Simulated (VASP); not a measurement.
A run of VASP 6.6.1:

Contents of INCAR:

```
SYSTEM = I
PREC     = Accurate       ! precision mode
ENCUT    = 500            ! plane-wave cutoff, eV
EDIFF    = 1E-6           ! SCF threshold, eV
ISMEAR   = -1             ! smearing method
SIGMA    = 0.1            ! smearing width, eV
LREAL    = .False.        ! projectors in reciprocal space
LASPH    = .True.         ! aspherical terms in the spheres
NELM     = 120            ! most SCF steps
ALGO     = Normal         ! electronic algorithm
ISIF     = 2              ! what is computed and relaxed
LWAVE    = .False.        ! write WAVECAR
LCHARG   = .False.        ! write CHGCAR
GGA      = CA             ! functional
NBANDS   = 10             ! bands
GGA_COMPAT= .False.
```

Contents of KPOINTS:

```
regular mesh
0
Gamma
  10 10 10
  0 0 0
```

File POSCAR:

```
I
1.0
   -2.1032123238      2.1032123238      2.1032123238
    2.1032123238     -2.1032123238      2.1032123238
    2.1032123238      2.1032123238     -2.1032123238
I
1
Direct
    0.0000000000      0.0000000000      0.0000000000
```

Potentials or basis: VASP PAW LDA potentials, release 64 (I).

Command:

```console
$ cat potpaw_LDA.64/I/POTCAR > POTCAR
$ mpirun -np 1 vasp_std > vasp.out
```

Hardware: 1 thread of Intel(R) Xeon(R) Platinum 8488C (Sapphire Rapids) (shared host).

**Question.** How long does it take, and how much memory?

**Answer.** Wall time 8.5 s on 1 thread of Intel(R) Xeon(R) Platinum 8488C (Sapphire Rapids), on a shared host, peak memory 0.14 GiB. Counts: scf iterations 10, k points 47.
